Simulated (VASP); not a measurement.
A run of VASP 6.6.1 is set up as follows.

Contents of INCAR:

```
  ALGO = Normal
  EDIFF = 1E-7
  ENCUT = 520
  GGA = PE
  ISIF = 2
  ISMEAR = 0
  LASPH = T
  LCHARG = T
  LELF = T
  LREAL = F
  LVHAR = T
  LWAVE = F
  NBANDS = 18
  NELM = 100
  PREC = Accurate
  SIGMA = 0.1
```

Contents of KPOINTS:

```
k-points
0
Gamma
  14 10 10
```

File POSCAR:

```
TiAl3
1.0
    2.8922962148      0.0000000000      0.0378528944
    0.0000000000      4.5276717282      0.0000000000
    0.0653268909      0.0000000000      4.6550678035
Ti Al
1 3
Direct
   -0.0161883265      0.5000000000      0.1801416336
    0.5156854943      0.5000000000      0.6522433738
    0.5004109613      0.0000000000      0.3317582124
    0.0000918710      0.0000000000      0.8358557802
```

Potentials or basis: VASP PAW PBE potentials, release 64 (Ti_sv, Al).

Launch:

```bash
$ cat potpaw_PBE.64/Ti_sv/POTCAR potpaw_PBE.64/Al/POTCAR > POTCAR
$ mpirun -np 1 vasp_std > vasp.out
```

(1) Estimate the pressure.

(2) Estimate the largest force.

## Answers

(1) 8.3 GPa.

(2) 1.477 eV/Å.

Caveat: the cell differs from its parent crystal (strained and its atoms moved); forces of over 1 eV/Å act on the atoms, so gaps and moduli don't describe the material at rest.
